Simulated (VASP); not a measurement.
# ZnS (P6_3mc) in VASP: a series of runs

Runs on ZnS. Level: PBE. Tasks: relaxation of shape and atoms at fixed volume.

Program: VASP 6.6.1. These are calculated values, not measurements. Logs are shortened: lines on timing, memory, paths and dates and some standing lists are left out, and cuts for length are marked.

**1. The cell of the first run**

The structure is hexagonal, space group P6_3mc (No. 186). The conventional cell has a = 3.768 Å, b = 3.768 Å, c = 12.333 Å, α = 90.00°, β = 90.00°, γ = 120.00°. Within 3.1 Å of Zn (site symmetry 3m) lie 4 S at 2.31 Å. Within 3.1 Å of Zn (site symmetry 3m) lie 4 S at 2.31 Å. Within 3.1 Å of S (site symmetry 3m) lie 4 Zn at 2.31 Å. Within 3.1 Å of S (site symmetry 3m) lie 4 Zn at 2.31 Å.

**2. Relaxation of shape and atoms at fixed volume, PBE (18.96 Å³/atom)**

Input file INCAR:

```
SYSTEM = ZnS
ALGO = Normal
EDIFF = 1E-6
EDIFFG = -0.01
ENCUT = 600
GGA = PE
IBRION = 2
ISIF = 4
ISMEAR = 0
LASPH = .TRUE.
LCHARG = .FALSE.
LREAL = .FALSE.
LWAVE = .FALSE.
NELM = 100
NSW = 50
PREC = Accurate
SIGMA = 0.02
```

Input file KPOINTS:

```
k-points
0
G
  12 12 4
  0 0 0
```

Input file POSCAR:

```
ZnS
1.0
    3.7681968125      0.0000000000      0.0000000000
   -1.8840984062      3.2633541661      0.0000000000
    0.0000000000      0.0000000000     12.3332094187
Zn S
4 4
Direct
    0.0000000000      0.0000000000      0.0000503385
    0.0000000000      0.0000000000      0.5000503385
    0.3333333333      0.6666666667      0.2500245045
    0.6666666667      0.3333333333      0.7500245045
    0.0000000000      0.0000000000      0.1872897063
    0.0000000000      0.0000000000      0.6872897063
    0.3333333333      0.6666666667      0.4376354507
    0.6666666667      0.3333333333      0.9376354507
```

Potentials or basis: VASP PAW PBE potentials, release 64 (Zn, S).

Launch:

```sh
$ cat potpaw_PBE.64/Zn/POTCAR potpaw_PBE.64/S/POTCAR > POTCAR
$ mpirun -np 1 vasp_std > vasp.out
```

OUTCAR:

```text
SYSTEM = ZnS
   EDIFF = 1E-6
   EDIFFG = -0.01
   ENCUT = 600
   GGA = PE
   IBRION = 2
   ISIF = 4
   ISMEAR = 0
   LASPH = .TRUE.
   LREAL = .FALSE.
   NELM = 100
   NSW = 50
   PREC = Accurate

 ion  position               nearest neighbor table
   1  0.000  0.000  0.000-   8 2.31   8 2.31   8 2.31   5 2.31
   2  0.000  0.000  0.500-   7 2.31   7 2.31   7 2.31   6 2.31
   3  0.333  0.667  0.250-   5 2.31   5 2.31   5 2.31   7 2.31
   4  0.667  0.333  0.750-   6 2.31   6 2.31   6 2.31   8 2.31
   5  0.000  0.000  0.187-   3 2.31   3 2.31   3 2.31   1 2.31
   6  0.000  0.000  0.687-   4 2.31   4 2.31   4 2.31   2 2.31
   7  0.333  0.667  0.438-   2 2.31   2 2.31   2 2.31   3 2.31
   8  0.667  0.333  0.938-   1 2.31   1 2.31   1 2.31   4 2.31

  LATTYP: Found a hexagonal cell.
 ALAT       =     3.7681968125
 C/A-ratio  =     3.2729737942

  Lattice vectors:

 A1 = (   3.7681968125,   0.0000000000,   0.0000000000)
 A2 = (  -1.8840984062,   3.2633541661,   0.0000000000)
 A3 = (   0.0000000000,   0.0000000000,  12.3332094187)

Analysis of symmetry for initial positions (statically):
=====================================================================
 Subroutine PRICEL returns:
 Original cell was already a primitive cell.

 Routine SETGRP: Setting up the symmetry group for a
 hexagonal supercell.

 Subroutine GETGRP returns: Found 12 space group operations
 (whereof  6 operations were pure point group operations)
 out of a pool of 24 trial point group operations.

The static configuration has the point symmetry C_3v.
 The point group associated with its full space group is C_6v.

Analysis of symmetry for dynamics (positions and initial velocities):
=====================================================================
 Subroutine PRICEL returns:
 Original cell was already a primitive cell.

 Routine SETGRP: Setting up the symmetry group for a
 hexagonal supercell.

 Subroutine GETGRP returns: Found 12 space group operations
[... 179 lines left out ...]
  energy-cutoff  :      600.00
  volume of cell :      151.66
      direct lattice vectors                 reciprocal lattice vectors
     3.768196812  0.000000000  0.000000000     0.265378920  0.153216591  0.000000000
    -1.884098406  3.263354166  0.000000000     0.000000000  0.306433182  0.000000000
     0.000000000  0.000000000 12.333209419     0.000000000  0.000000000  0.081081896

 POSITION                                       TOTAL-FORCE (eV/Angst)
 -----------------------------------------------------------------------------------
      0.00000      0.00000      0.00062        -0.000000      0.000000      0.014471
      0.00000      0.00000      6.16723         0.000000     -0.000000      0.014471
     -0.00000      2.17557      3.08360        -0.000000      0.000000      0.008049
      1.88410      1.08778      9.25021         0.000000     -0.000000      0.008049
      0.00000      0.00000      2.30988        -0.000000     -0.000000     -0.012657
      0.00000      0.00000      8.47649        -0.000000      0.000000     -0.012657
     -0.00000      2.17557      5.39745        -0.000000     -0.000000     -0.009863
      1.88410      1.08778     11.56405         0.000000      0.000000     -0.009863
 -----------------------------------------------------------------------------------
    total drift:                               -0.000001     -0.000002     -0.000732

  FREE ENERGIE OF THE ION-ELECTRON SYSTEM (eV)
  ---------------------------------------------------
  free  energy   TOTEN  =       -27.2464335908 eV

  energy  without entropy=      -27.2464335908  energy(sigma->0) =      -27.24643359

--------------------------------------- Ionic step        2  -------------------------------------------

 number of electron      72.0000033 magnetization

 Free energy of the ion-electron system (eV)
  ---------------------------------------------------
  ext. energy  EPLUGINS =         0.00000000
  ---------------------------------------------------
  free energy    TOTEN  =       -27.24647243 eV

  energy without entropy =      -27.24647243  energy(sigma->0) =      -27.24647243

 E-fermi :   2.5789     XC(G=0):  -9.8157

 val. band max:        2.4956232354   @ k =   0.0000   0.0000   0.0000
 cond. band min:       4.8255981550   @ k =   0.0000   0.0000   0.0000
 fundamental gap:      2.3299749196
 Fermi energy:         2.5788924829

 k-point     1 :       0.0000    0.0000    0.0000
  band No.  band energies     occupation
      1     -10.9437      2.00000
      2     -10.4938      2.00000
      3     -10.4838      2.00000
      4      -9.9397      2.00000
      5      -4.0136      2.00000
      6      -4.0064      2.00000
[... 1093 lines left out ...]
     42       8.0133      0.00000
     43       8.9844      0.00000

 [... further k-points ...]

------------------------ aborting loop because EDIFF is reached ----------------------------------------

  FORCE on cell =-STRESS in cart. coord.  units (eV):
  Direction    XX          YY          ZZ          XY          YZ          ZX
  --------------------------------------------------------------------------------------
  -------------------------------------------------------------------------------------
  Total        4.8228083      4.8228083      4.9082439      0.0000000      0.0000000      0.0000000
  in kB       50.9491197     50.9491197     51.8516794      0.0000000      0.0000000      0.0000000
  external PRESSURE =      51.2499729 kB  Pullay stress =       0.0000000 kB

 VOLUME and BASIS-vectors are now :
 -----------------------------------------------------------------------------
  energy-cutoff  :      600.00
  volume of cell :      151.66
      direct lattice vectors                 reciprocal lattice vectors
     3.768091454  0.000000000 -0.000000000     0.265386340  0.153220875  0.000000000
    -1.884045727  3.263262923  0.000000000    -0.000000000  0.306441750  0.000000000
     0.000000000 -0.000000000 12.333899116     0.000000000  0.000000000  0.081077362

 POSITION                                       TOTAL-FORCE (eV/Angst)
 -----------------------------------------------------------------------------------
      3.76809      0.00000      0.00132        -0.000000     -0.000000      0.005931
     -1.88405      3.26326      6.16827         0.000000     -0.000000      0.005931
     -0.00000      2.17551      3.08417        -0.000000     -0.000000      0.003161
      1.88405      1.08775      9.25111         0.000000     -0.000000      0.003161
      1.88405      3.26326      2.30940        -0.000000      0.000000     -0.004547
      3.76809      0.00000      8.47635         0.000000      0.000000     -0.004547
     -0.00000      2.17551      5.39728        -0.000000      0.000000     -0.004545
      1.88405      1.08775     11.56423         0.000000      0.000000     -0.004545
 -----------------------------------------------------------------------------------
    total drift:                               -0.000001     -0.000002      0.000136

  FREE ENERGIE OF THE ION-ELECTRON SYSTEM (eV)
  ---------------------------------------------------
  free  energy   TOTEN  =       -27.2464724322 eV

  energy  without entropy=      -27.2464724322  energy(sigma->0) =      -27.24647243

 reached required accuracy - stopping structural energy minimisation
```

OSZICAR:

```text
N       E                     dE             d eps       ncg     rms          rms(c)
DAV:   1     0.631066836495E+03    0.63107E+03   -0.36868E+04  4902   0.227E+03
DAV:   2     0.584315426293E+02   -0.57264E+03   -0.55835E+03  4950   0.491E+02
DAV:   3    -0.247315408289E+02   -0.83163E+02   -0.81946E+02  5366   0.169E+02
[... 12 lines left out ...]
DAV:  16    -0.272464335908E+02   -0.37024E-06   -0.17148E-06  3556   0.111E-02
   1 F= -.27246434E+02 E0= -.27246434E+02  d E =-.272464E+02
       N       E                     dE             d eps       ncg     rms          rms(c)
DAV:   1    -0.272464605163E+02   -0.27296E-04   -0.77219E-03  5101   0.449E-01    0.327E-02
DAV:   2    -0.272464730373E+02   -0.12521E-04   -0.15900E-04  5790   0.665E-02    0.116E-02
DAV:   3    -0.272464724322E+02    0.60505E-06   -0.30179E-06  4527   0.129E-02
   2 F= -.27246472E+02 E0= -.27246472E+02  d E =-.388414E-04
```

CONTCAR:

```text
ZnS
   1.00000000000000
     3.7680914544902984    0.0000000000016877   -0.0000000000000000
    -1.8840457271936892    3.2632629233871655    0.0000000000000000
     0.0000000000000000   -0.0000000000000000   12.3338991156316524
  Zn              S
     4     4
Direct
     1.0000000000000000    0.0000000000000000    0.0001069446543668
     0.0000000000000000    1.0000000000000000    0.5001069446543668
     0.3333333332999970    0.6666666667000030    0.2500559891354076
     0.6666666667000030    0.3333333332999970    0.7500559891354076
     1.0000000000000000    1.0000000000000000    0.1872401954223767
     1.0000000000000000    0.0000000000000000    0.6872401954223767
     0.3333333332999970    0.6666666667000030    0.4375968707878489
     0.6666666667000030    0.3333333332999970    0.9375968707878489

  0.00000000E+00  0.00000000E+00  0.00000000E+00
  0.00000000E+00  0.00000000E+00  0.00000000E+00
  0.00000000E+00  0.00000000E+00  0.00000000E+00
  0.00000000E+00  0.00000000E+00  0.00000000E+00
  0.00000000E+00  0.00000000E+00  0.00000000E+00
  0.00000000E+00  0.00000000E+00  0.00000000E+00
  0.00000000E+00  0.00000000E+00  0.00000000E+00
  0.00000000E+00  0.00000000E+00  0.00000000E+00
```

Wall time 13 min (1 thread of Oxide Virtual Turin-like, shared host); peak memory 0.47 GiB.

What came out:

| Item | Value |
| --- | --- |
| Free energy | -27.2465 eV |
| Energy gained by relaxing | 0.0 meV/atom |
| Ionic steps | 2 |
| Pressure after relaxing | 5.1 GPa |
| Largest force after relaxing | 0.006 eV/Å |
| Band gap on the k mesh | 2.33 eV |

Forces on the atoms (eV/Å):
```
Zn   0.000  0.000  0.006
Zn   0.000  0.000  0.006
Zn   0.000  0.000  0.003
Zn   0.000  0.000  0.003
S    0.000  0.000 -0.005
S    0.000  0.000 -0.005
S    0.000  0.000 -0.005
S    0.000  0.000 -0.005
```

Final structure:
```
Zn S
1.0
     3.76809    0.00000    0.00000
    -1.88405    3.26326    0.00000
     0.00000    0.00000   12.33390
Zn S
4 4
Cartesian
  3.7681 0.0000 0.0013
  -1.8840 3.2633 6.1683
  0.0000 2.1755 3.0842
  1.8840 1.0878 9.2511
  1.8840 3.2633 2.3094
  3.7681 0.0000 8.4764
  0.0000 2.1755 5.3973
  1.8840 1.0878 11.5642
```

A k mesh can miss the band edges.

**3. Relaxation of shape and atoms at fixed volume, PBE (19.56 Å³/atom)**

This run uses another cell than the first one, of 19.56 Å³/atom.

Input file INCAR:

```
PREC = Accurate
ENCUT = 600
EDIFF = 1E-6
ISMEAR = 0
SIGMA = 0.02
LREAL = F
LASPH = T
NELM = 80
ALGO = Normal
ISIF = 4
LWAVE = F
LCHARG = F
GGA = PE
IBRION = 2
NSW = 50
EDIFFG = -0.01
```

Input file KPOINTS:

```
regular mesh
0
Gamma
  12 12 4
```

POSCAR, as its differences from that of step 2:

```diff
@@ -2,5 +2,5 @@
 1.0
-    3.7681968125      0.0000000000      0.0000000000
-   -1.8840984062      3.2633541661      0.0000000000
-    0.0000000000      0.0000000000     12.3332094187
+    3.8078649572      0.0000000000      0.0000000000
+   -1.9039324786      3.2977077871      0.0000000000
+    0.0000000000      0.0000000000     12.4630422168
 Zn S
```

Potentials or basis: VASP PAW PBE potentials, release 64 (Zn, S).

Launch:

```sh
$ cat potpaw_PBE.64/Zn/POTCAR potpaw_PBE.64/S/POTCAR > POTCAR
$ mpirun -np 1 vasp_std > vasp.out
```

It took 7.5 min on 1 thread of Oxide Virtual Turin-like, shared host; peak memory 0.47 GiB.

It converged, with:

```yaml
Free_energy: -27.3606 eV
Pressure_after_relaxing: 2.4 GPa
Largest_force_after_relaxing: 0.009 eV/Å
Band_gap_on_the_k_mesh: 2.19 eV
```

Forces on the atoms (eV/Å):
```
Zn   0.000  0.000  0.009
Zn   0.000  0.000  0.009
Zn   0.000  0.000  0.005
Zn   0.000  0.000  0.005
S    0.000  0.000 -0.008
S    0.000  0.000 -0.008
S    0.000  0.000 -0.006
S    0.000  0.000 -0.006
```

Final structure:
```xyz
8
Lattice="3.8079 0.0000 0.0000 -1.9039 3.2977 0.0000 0.0000 0.0000 12.4630" Properties=species:S:1:pos:R:3 pbc="T T T"
Zn    0.0000    0.0000    0.0006
Zn    0.0000    0.0000    6.2321
Zn    0.0000    2.1985    3.1161
Zn    1.9039    1.0992    9.3476
S     0.0000    0.0000    2.3342
S     0.0000    0.0000    8.5657
S     0.0000    2.1985    5.4543
S     1.9039    1.0992   11.6858
```

Levels at points of the mesh, in eV from the valence-band top:
```tsv
k point	band 33	band 34	band 35	band 36	band 37	band 38	band 39	band 40
(0.00, 0.00, 0.00)	-0.47	-0.04	0.00	0.00	2.19	3.21	3.42	3.66
(0.50, 0.00, 0.00)	-1.62	-1.60	-1.12	-0.89	3.32	3.37	3.76	4.35
(0.00, 0.00, 0.50)	-0.15	-0.15	-0.15	-0.15	3.04	3.04	3.34	3.34
(0.50, 0.00, 0.50)	-1.52	-1.52	-1.12	-1.12	3.70	3.70	4.04	4.04
```

Caveat: the relaxation stopped at its first step, so nothing moved.
